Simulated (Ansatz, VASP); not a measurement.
**One calculation of Sn, two programs**

```
Sn
1.0
     0.00000    7.51074    7.51074
     7.51074    0.00000    7.51074
     7.51074    7.51074    0.00000
Sn
8
Cartesian
  8.5824 6.4391 6.4391
  10.1944 10.1944 10.1944
  12.3378 12.3378 10.1944
  12.3378 10.1944 12.3378
  6.4391 8.5824 6.4391
  8.5824 8.5824 8.5824
  6.4391 6.4391 8.5824
  10.1944 12.3378 12.3378
```

Alike in both runs: functional PBE; k mesh 6 × 6 × 6; occupations gaussian, width 0.1 eV; no spin polarisation.

Ansatz relaxed the structure, and its values are those at the end. VASP's run is a single point on that final structure, the one shown.

|  | VASP | Ansatz |
| --- | --- | --- |
| version | VASP 6.6.1 | Ansatz 0.2.0 |
| potentials or method | VASP PAW PBE potentials, release 64 (Sn_d), cutoff 520 eV | scalar-relativistic, plane waves, PAW |
| valence electrons in the cell | 112 | 112 |

VASP gave:

| Property | Result |
| --- | --- |
| gap on the k mesh at the Fermi level (eV) | none |
| pressure (GPa) | 0.0 |
| rms of the force components (eV/Å) | 0.007 |

**Question.** Estimate Ansatz's values.

**Answer.** gap on the k mesh at the Fermi level (eV): none; pressure (GPa): 0.0; rms of the force components (eV/Å): 0.006.

A gap of «none» marks a metal or a gap that the smearing closes. With one functional, cell and mesh, what is left measures potentials, basis and numerics.
